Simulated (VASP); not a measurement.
# Ta4O (P4/mmm) in VASP: notebook

Ta4O is run at these levels: PBEsol+U, PBEsol+D4, r2SCAN; tasks: single point, relaxation of cell and atoms.

All numbers are computed with VASP 6.6.1; they aren't measurements. Logs are shortened: lines on timing, memory, paths and dates and some standing lists are left out, and cuts for length are marked.

### Step 1. The cell of the first run

The structure is tetragonal, space group P4/mmm (No. 123). Conventional cell: a = 3.257 Å, b = 3.257 Å, c = 7.409 Å, α = 90.00°, β = 90.00°, γ = 90.00°. Ta (site symmetry 4/mmm) has 14 Ta at 2.81 to 3.70 Å within 3.8 Å. Ta (site symmetry 4mm) has 1 O at 2.10 Å and 4 Ta at 2.81 Å within 2.9 Å. Ta (site symmetry 4/mmm) has 4 O at 2.30 Å and 12 Ta at 3.12 to 3.26 Å within 3.3 Å. O (site symmetry 4/mmm) has 6 Ta at 2.10 to 2.30 Å within 2.8 Å.

### Step 2. Single point, PBEsol+U

The input, INCAR:

```
ALGO = Normal ; EDIFF = 1E-6
ENCUT = 520 ; GGA = PS
ISIF = 2 ; ISMEAR = -1
LASPH = True ; LCHARG = True
LDAU = True ; LDAUJ = 0 0
LDAUL = 2 -1 ; LDAUPRINT = 1
LDAUTYPE = 2 ; LDAUU = 5 0
LELF = True ; LMAXMIX = 4
LREAL = False ; LVHAR = True
LWAVE = False ; NBANDS = 33
NELM = 150 ; PREC = Accurate
SIGMA = 0.05
```

The input, KPOINTS:

```
k-points
0
Gamma
  8 8 4
```

The input, POSCAR:

```
Ta4O
1.0
    3.2574970000      0.0000000000      0.0000000000
    0.0000000000      3.2574970000      0.0000000000
    0.0000000000      0.0000000000      7.4093410000
Ta O
4 1
Direct
    0.0000000000      0.0000000000      0.0000000000
    0.5000000000      0.5000000000      0.2168420000
    0.5000000000      0.5000000000      0.7831580000
    0.0000000000      0.0000000000      0.5000000000
    0.5000000000      0.5000000000      0.5000000000
```

Potentials or basis: VASP PAW PBE potentials, release 64 (Ta_pv, O).

The run is started by

```
$ cat potpaw_PBE.64/Ta_pv/POTCAR potpaw_PBE.64/O/POTCAR > POTCAR
$ mpirun -np 1 vasp_std > vasp.out
```

OUTCAR:

```text
EDIFF = 1E-6
   ENCUT = 520
   GGA = PS
   ISIF = 2
   ISMEAR = -1
   LASPH = True
   LREAL = False
   NELM = 150
   PREC = Accurate

 ion  position               nearest neighbor table
   1  0.000  0.000  0.000-   2 2.81   3 2.81   2 2.81   3 2.81   2 2.81   3 2.81   2 2.81   3 2.81

   2  0.500  0.500  0.217-   5 2.10   1 2.81   1 2.81   1 2.81   1 2.81   4 3.12   4 3.12   4 3.12
                             4 3.12   3 3.21
   3  0.500  0.500  0.783-   5 2.10   1 2.81   1 2.81   1 2.81   1 2.81   4 3.12   4 3.12   4 3.12
                             4 3.12   2 3.21
   4  0.000  0.000  0.500-   5 2.30   5 2.30   5 2.30   5 2.30   3 3.12   3 3.12   2 3.12   3 3.12
                             2 3.12   2 3.12   3 3.12   2 3.12
   5  0.500  0.500  0.500-   2 2.10   3 2.10   4 2.30   4 2.30   4 2.30   4 2.30

  LATTYP: Found a simple tetragonal cell.
 ALAT       =     3.2574970000
 C/A-ratio  =     2.2745503680

  Lattice vectors:

 A1 = (   3.2574970000,   0.0000000000,   0.0000000000)
 A2 = (   0.0000000000,   3.2574970000,   0.0000000000)
 A3 = (   0.0000000000,   0.0000000000,   7.4093410000)

Analysis of symmetry for initial positions (statically):
=====================================================================
 Subroutine PRICEL returns:
 Original cell was already a primitive cell.

 Routine SETGRP: Setting up the symmetry group for a
 simple tetragonal supercell.

 Subroutine GETGRP returns: Found 16 space group operations
 (whereof 16 operations were pure point group operations)
 out of a pool of 16 trial point group operations.

The static configuration has the point symmetry D_4h.

Analysis of symmetry for dynamics (positions and initial velocities):
=====================================================================
 Subroutine PRICEL returns:
 Original cell was already a primitive cell.

 Routine SETGRP: Setting up the symmetry group for a
 simple tetragonal supercell.

 Subroutine GETGRP returns: Found 16 space group operations
[... 142 lines left out ...]
   LEPSILON=     F    determine dielectric tensor
   LRPA    =     F    only Hartree local field effects (RPA)
 non-spin polarized calculation
  energy-cutoff  :      520.00
  volume of cell :       78.62
 maximum number of plane-waves:      2144
   NGX = 13   NGY = 13   NGZ = 27

atom =   1  type =  1  l = 2

 onsite density matrix

spin component  1
[... 116 lines left out ...]
  o =  0.0962  v =  1.0000  0.0000  0.0000  0.0000  0.0000  0.0000  0.0000  0.0000  0.0000  0.0000      0.0000  0.0000  0.0000  0.0000  0.0000  0.0000  0.0000  0.0000  0.0000  0.0000
  o =  0.0962  v =  0.0000  0.0000  0.0000  0.0000  0.0000  1.0000  0.0000  0.0000  0.0000  0.0000      0.0000  0.0000  0.0000  0.0000  0.0000  0.0000  0.0000  0.0000  0.0000  0.0000
  o =  0.1335  v =  0.0000 -0.0000 -1.0000  0.0000  0.0000  0.0000  0.0000  0.0000  0.0000  0.0000      0.0000  0.0000  0.0000  0.0000  0.0000  0.0000  0.0000  0.0000  0.0000  0.0000
  o =  0.1335  v =  0.0000  0.0000  0.0000  0.0000  0.0000  0.0000 -0.0000 -1.0000  0.0000  0.0000      0.0000  0.0000  0.0000  0.0000  0.0000  0.0000  0.0000  0.0000  0.0000  0.0000
  o =  0.2281  v =  0.0000  0.0000 -0.0000  0.0000 -1.0000  0.0000  0.0000  0.0000  0.0000  0.0000      0.0000  0.0000  0.0000  0.0000  0.0000  0.0000  0.0000  0.0000  0.0000  0.0000
  o =  0.2281  v =  0.0000  0.0000  0.0000  0.0000  0.0000  0.0000  0.0000 -0.0000  0.0000 -1.0000      0.0000  0.0000  0.0000  0.0000  0.0000  0.0000  0.0000  0.0000  0.0000  0.0000
  o =  0.3285  v =  0.0000 -0.6531  0.0000 -0.7573 -0.0000  0.0000  0.0000  0.0000  0.0000  0.0000      0.0000  0.0000  0.0000  0.0000  0.0000  0.0000  0.0000  0.0000  0.0000  0.0000
  o =  0.3285  v =  0.0000  0.0000  0.0000  0.0000  0.0000  0.0000 -0.6531  0.0000 -0.7573 -0.0000      0.0000  0.0000  0.0000  0.0000  0.0000  0.0000  0.0000  0.0000  0.0000  0.0000
  o =  0.3285  v =  0.0000  0.0000  0.0000  0.0000  0.0000  0.0000 -0.7573  0.0000  0.6531 -0.0000      0.0000  0.0000  0.0000  0.0000  0.0000  0.0000  0.0000  0.0000  0.0000  0.0000
  o =  0.3285  v =  0.0000 -0.7573  0.0000  0.6531 -0.0000  0.0000  0.0000  0.0000  0.0000  0.0000      0.0000  0.0000  0.0000  0.0000  0.0000  0.0000  0.0000  0.0000  0.0000  0.0000

 number of electron      50.0000004 magnetization

 Free energy of the ion-electron system (eV)
  ---------------------------------------------------
  ext. energy  EPLUGINS =         0.00000000
  ---------------------------------------------------
  free energy    TOTEN  =       -40.93659320 eV

  energy without entropy =      -40.92150658  energy(sigma->0) =      -40.92904989

 E-fermi :   6.8878     XC(G=0): -12.7612

 val. band max:        6.8704008636   @ k =   0.3750   0.0000   0.5000
 cond. band min:       6.9105161669   @ k =   0.0000   0.0000   0.5000
 fundamental gap:      0.0401153033
 Fermi energy:         6.8877621240

 k-point     1 :       0.0000    0.0000    0.0000
  band No.  band energies     occupation
      1     -29.6248      2.00000
      2     -29.6248      2.00000
      3     -29.2063      2.00000
      4     -28.7651      2.00000
      5     -28.6184      2.00000
      6     -28.4161      2.00000
[... 853 lines left out ...]
     32      10.5724      0.00000
     33      11.1415      0.00000

 [... further k-points ...]

------------------------ aborting loop because EDIFF is reached ----------------------------------------

  FORCE on cell =-STRESS in cart. coord.  units (eV):
  Direction    XX          YY          ZZ          XY          YZ          ZX
  --------------------------------------------------------------------------------------
  -------------------------------------------------------------------------------------
  Total        4.1184906      4.1184906      2.8197539      0.0000000     -0.0000000      0.0000000
  in kB       83.9268712     83.9268712     57.4611287      0.0000000     -0.0000000      0.0000000
  external PRESSURE =      75.1049570 kB  Pullay stress =       0.0000000 kB

 VOLUME and BASIS-vectors are now :
 -----------------------------------------------------------------------------
  energy-cutoff  :      520.00
  volume of cell :       78.62
      direct lattice vectors                 reciprocal lattice vectors
     3.257497000  0.000000000  0.000000000     0.306984166  0.000000000  0.000000000
     0.000000000  3.257497000  0.000000000     0.000000000  0.306984166  0.000000000
     0.000000000  0.000000000  7.409341000     0.000000000  0.000000000  0.134964769

 POSITION                                       TOTAL-FORCE (eV/Angst)
 -----------------------------------------------------------------------------------
      0.00000      0.00000      0.00000         0.000000      0.000000      0.000000
      1.62875      1.62875      1.60666        -0.000000     -0.000000      0.556940
      1.62875      1.62875      5.80268         0.000000     -0.000000     -0.556940
      0.00000      0.00000      3.70467         0.000000      0.000000      0.000000
      1.62875      1.62875      3.70467         0.000000      0.000000      0.000000
 -----------------------------------------------------------------------------------
    total drift:                                0.000000     -0.000000      0.000000

  FREE ENERGIE OF THE ION-ELECTRON SYSTEM (eV)
  ---------------------------------------------------
  free  energy   TOTEN  =       -40.9365931997 eV

  energy  without entropy=      -40.9215065791  energy(sigma->0) =      -40.92904989
```

OSZICAR:

```text
N       E                     dE             d eps       ncg     rms          rms(c)
DAV:   1     0.504698613655E+03    0.50470E+03   -0.27580E+04  2970   0.159E+03
DAV:   2    -0.204050863889E+02   -0.52510E+03   -0.50952E+03  3322   0.465E+02
DAV:   3    -0.455730822139E+02   -0.25168E+02   -0.24529E+02  3755   0.944E+01
DAV:   4    -0.460405976103E+02   -0.46752E+00   -0.46342E+00  3675   0.125E+01
DAV:   5    -0.460519086067E+02   -0.11311E-01   -0.11286E-01  3820   0.150E+00    0.298E+01
DAV:   6    -0.420678398172E+02    0.39841E+01   -0.22397E+01  3804   0.338E+01    0.142E+01
DAV:   7    -0.416180222474E+02    0.44982E+00   -0.10932E+01  3861   0.153E+01    0.852E+00
DAV:   8    -0.409227184093E+02    0.69530E+00   -0.29408E+00  3749   0.117E+01    0.180E+00
DAV:   9    -0.409257304075E+02   -0.30120E-02   -0.25416E-01  3573   0.316E+00    0.813E-01
DAV:  10    -0.409327201258E+02   -0.69897E-02   -0.28099E-02  3653   0.975E-01    0.436E-01
DAV:  11    -0.409365500571E+02   -0.38299E-02   -0.91529E-03  3995   0.546E-01    0.114E-01
DAV:  12    -0.409366199295E+02   -0.69872E-04   -0.19165E-03  3933   0.310E-01    0.764E-02
DAV:  13    -0.409365903136E+02    0.29616E-04   -0.17290E-04  3689   0.998E-02    0.419E-02
DAV:  14    -0.409365919075E+02   -0.15939E-05   -0.91048E-05  3972   0.586E-02    0.960E-03
DAV:  15    -0.409365932118E+02   -0.13044E-05   -0.82284E-06  3528   0.182E-02    0.472E-03
DAV:  16    -0.409365931997E+02    0.12125E-07   -0.16885E-06  2652   0.892E-03
   1 F= -.40936593E+02 E0= -.40929050E+02  d E =-.150866E-01
```

stdout:

```text
POSCAR found type information on POSCAR TaO
 POSCAR found :  2 types and       5 ions
 scaLAPACK will be used
 -----------------------------------------------------------------------------
|                                                                             |
|                                                                             |
|     You enforced a specific xc type in the INCAR file but a different       |
|     I HOPE YOU KNOW WHAT YOU ARE DOING!                                     |
|                                                                             |
 -----------------------------------------------------------------------------

 LDA part: xc-table for (Slater+PW92), standard interpolation
 POSCAR, INCAR and KPOINTS ok, starting setup
 FFT: planning ... GRIDC
 FFT: planning ... GRID_SOFT
 FFT: planning ... GRID
 WAVECAR not read
 entering main loop
```

Run time: 2.6 min. Hardware: 1 thread of Intel Xeon 8259CL, shared host; peak memory 0.24 GiB.

What came out:

* Free energy: -40.9366 eV
* Pressure: 7.5 GPa
* Largest force: 0.557 eV/Å
* Band gap on the k mesh: zero (bands 25 and 26 overlap by 0.82 eV)

Forces on the atoms (eV/Å):
```
Ta   0.000  0.000  0.000
Ta   0.000  0.000  0.557
Ta   0.000  0.000 -0.557
Ta   0.000  0.000  0.000
O    0.000  0.000  0.000
```

Levels at points of the mesh, in eV from the Fermi level:
| k point | band 21 | band 22 | band 23 | band 24 | band 25 | band 26 | band 27 | band 28 | band 29 | band 30 |
| --- | --- | --- | --- | --- | --- | --- | --- | --- | --- | --- |
| (0.00, 0.00, 0.00) | -2.41 | -1.37 | -0.42 | -0.42 | -0.41 | 0.92 | 1.03 | 1.03 | 1.78 | 1.78 |
| (0.50, 0.00, 0.00) | -1.40 | -1.35 | -0.85 | -0.67 | 0.11 | 0.95 | 0.99 | 1.13 | 1.71 | 2.30 |
| (0.50, 0.50, 0.00) | -2.14 | -1.62 | -1.62 | -0.81 | -0.81 | 2.25 | 2.25 | 2.36 | 2.85 | 3.59 |
| (0.00, 0.00, 0.50) | -3.37 | -0.53 | -0.53 | -0.33 | 0.02 | 0.79 | 0.79 | 1.22 | 1.51 | 2.14 |
| (0.50, 0.00, 0.50) | -1.98 | -1.08 | -0.98 | -0.90 | -0.42 | 1.12 | 1.33 | 1.86 | 1.88 | 2.18 |
| (0.50, 0.50, 0.50) | -2.98 | -1.71 | -1.71 | -0.33 | -0.33 | 1.70 | 1.70 | 2.33 | 3.57 | 3.59 |

Eigenvalues of the final occupation matrices:
| site | spin | trace | eigenvalues |
| --- | --- | --- | --- |
| site 1 d | 1 | 1.18 | 0.13 0.16 0.29 0.29 0.30 |
| site 1 d | 2 | 1.18 | 0.13 0.16 0.29 0.29 0.30 |
| site 2 d | 1 | 1.10 | 0.18 0.20 0.24 0.24 0.24 |
| site 2 d | 2 | 1.10 | 0.18 0.20 0.24 0.24 0.24 |
| site 3 d | 1 | 1.10 | 0.18 0.20 0.24 0.24 0.24 |
| site 3 d | 2 | 1.10 | 0.18 0.20 0.24 0.24 0.24 |
| site 4 d | 1 | 1.11 | 0.10 0.13 0.23 0.33 0.33 |
| site 4 d | 2 | 1.11 | 0.10 0.13 0.23 0.33 0.33 |

Caveat: the cell stands under pressure; the PAW data sets were made with another functional, which shifts forces and pressure a little; spin-orbit coupling is left out, which moves the levels of the heavy elements; U without spin polarisation on a metal has little footing.

### Step 3. Single point, PBEsol+U

The input, INCAR:

```
SYSTEM = Ta4O
PREC = Accurate
ENCUT = 520
EDIFF = 1E-7
ISMEAR = -1
SIGMA = 0.05
LREAL = .FALSE.
LASPH = .TRUE.
NELM = 150
ALGO = Normal
ISIF = 2
LWAVE = .FALSE.
LCHARG = .FALSE.
LMAXMIX = 4
LDAU = .TRUE.
LDAUTYPE = 2
LDAUL = 2 -1
LDAUU = 6 0
LDAUJ = 0 0
LDAUPRINT = 1
GGA = PS
NBANDS = 33
```

The input, KPOINTS:

```
Automatic mesh
0
G
  8 8 4
  0 0 0
```

POSCAR is that of step 2.

Potentials or basis: VASP PAW PBE potentials, release 64 (Ta_pv, O).

The run is started by

```
$ cat potpaw_PBE.64/Ta_pv/POTCAR potpaw_PBE.64/O/POTCAR > POTCAR
$ mpirun -np 1 vasp_std > vasp.out
```

It took 2.8 min on 1 thread of Intel Xeon 8259CL, shared host; peak memory 0.24 GiB.

It converged, with:

| Property | Result |
| --- | --- |
| Free energy | -37.5529 eV |
| Pressure | 10.8 GPa |
| Largest force | 0.681 eV/Å |
| Band gap on the k mesh | zero (bands 25 and 26 overlap by 0.80 eV) |

Forces in eV/Å, atoms in the order of the input:
```
Ta   0.000  0.000  0.000
Ta   0.000  0.000  0.681
Ta   0.000  0.000 -0.681
Ta   0.000  0.000  0.000
O    0.000  0.000  0.000
```

Stress tensor (GPa, compression positive):
```
11.83  0.00  0.00
 0.00 11.83  0.00
 0.00  0.00  8.80
```

Levels at points of the mesh, in eV from the Fermi level:
```tsv
k point	band 22	band 23	band 24	band 25	band 26	band 27	band 28	band 29
(0.00, 0.00, 0.00)	-1.32	-0.43	-0.41	-0.41	1.00	1.03	1.03	1.81
(0.50, 0.00, 0.00)	-1.38	-0.83	-0.67	0.10	0.89	1.01	1.21	1.71
(0.50, 0.50, 0.00)	-1.65	-1.65	-0.84	-0.84	2.16	2.16	2.54	2.93
(0.00, 0.00, 0.50)	-0.52	-0.52	-0.27	0.00	0.82	0.82	1.26	1.67
(0.50, 0.00, 0.50)	-1.06	-1.04	-0.87	-0.41	1.11	1.40	1.87	1.96
(0.50, 0.50, 0.50)	-1.71	-1.71	-0.41	-0.41	1.66	1.66	2.49	3.72
```

Eigenvalues of the final occupation matrices:
```
    site  spin  trace               eigenvalues
site 1 d     1   1.16  0.13 0.16 0.29 0.29 0.30
site 1 d     2   1.16  0.13 0.16 0.29 0.29 0.30
site 2 d     1   1.08  0.18 0.19 0.23 0.23 0.24
site 2 d     2   1.08  0.18 0.19 0.23 0.23 0.24
site 3 d     1   1.08  0.18 0.19 0.23 0.23 0.24
site 3 d     2   1.08  0.18 0.19 0.23 0.23 0.24
site 4 d     1   1.10  0.09 0.13 0.22 0.33 0.33
site 4 d     2   1.10  0.09 0.13 0.22 0.33 0.33
```

Caveat: the cell stands under pressure; the PAW data sets were made with another functional, which shifts forces and pressure a little; spin-orbit coupling is left out, which moves the levels of the heavy elements; U without spin polarisation on a metal has little footing.

### Step 4. Single point, PBEsol+U

The input, INCAR:

```
SYSTEM = Ta4O
PREC = Accurate
ENCUT = 520
EDIFF = 1E-6
ISMEAR = -1
SIGMA = 0.05
LREAL = .False.
LASPH = .True.
NELM = 150
ALGO = Normal
ISIF = 2
LWAVE = .False.
LCHARG = .False.
LMAXMIX = 4
LDAU = .True.
LDAUTYPE = 2
LDAUL = 2 -1
LDAUU = 8 0
LDAUJ = 0 0
LDAUPRINT = 1
GGA = PS
NBANDS = 33
```

The input, KPOINTS:

```
Automatic mesh
0
Gamma
  8 8 4
  0 0 0
```

POSCAR is that of step 3.

The run is started by

```
$ cat potpaw_PBE.64/Ta_pv/POTCAR potpaw_PBE.64/O/POTCAR > POTCAR
$ mpirun -np 1 vasp_std > vasp.out
```

It took 2.5 min on 1 thread of Intel Xeon 8259CL, shared host; peak memory 0.24 GiB.

Results (log left out):

```
Free energy            : -30.9216 eV
Pressure               : 17.7 GPa
Largest force          : 0.951 eV/Å
Band gap on the k mesh : zero (bands 25 and 26 overlap by 0.64 eV)
```

Forces in eV/Å, atoms in the order of the input:
```
Ta   0.000  0.000  0.000
Ta   0.000  0.000  0.951
Ta   0.000  0.000 -0.951
Ta   0.000  0.000  0.000
O    0.000  0.000  0.000
```

Stress tensor (GPa, compression positive):
```
18.97  0.00  0.00
 0.00 18.97  0.00
 0.00  0.00 15.24
```

Levels at points of the mesh, in eV from the Fermi level:
```csv
k point,band 23,band 24,band 25,band 26,band 27,band 28
"(0.00, 0.00, 0.00)",-0.44,-0.38,-0.38,1.05,1.05,1.14
"(0.50, 0.00, 0.00)",-0.79,-0.68,0.07,0.77,1.06,1.39
"(0.50, 0.50, 0.00)",-1.69,-0.92,-0.92,1.97,1.97,2.88
"(0.00, 0.00, 0.50)",-0.49,-0.13,-0.07,0.88,0.88,1.33
"(0.50, 0.00, 0.50)",-1.01,-0.81,-0.39,1.09,1.59,1.90
"(0.50, 0.50, 0.50)",-1.72,-0.57,-0.57,1.59,1.59,2.80
```

Eigenvalues of the final occupation matrices:
```
    site  spin  trace               eigenvalues
site 1 d     1   1.13  0.12 0.15 0.29 0.29 0.29
site 1 d     2   1.13  0.12 0.15 0.29 0.29 0.29
site 2 d     1   1.04  0.17 0.18 0.23 0.23 0.23
site 2 d     2   1.04  0.17 0.18 0.23 0.23 0.23
site 3 d     1   1.04  0.17 0.18 0.23 0.23 0.23
site 3 d     2   1.04  0.17 0.18 0.23 0.23 0.23
site 4 d     1   1.07  0.09 0.11 0.21 0.33 0.33
site 4 d     2   1.07  0.09 0.11 0.21 0.33 0.33
```

Caveat: the cell stands under pressure; the PAW data sets were made with another functional, which shifts forces and pressure a little; spin-orbit coupling is left out, which moves the levels of the heavy elements; U without spin polarisation on a metal has little footing.

(Continued in part 2 of 2.)
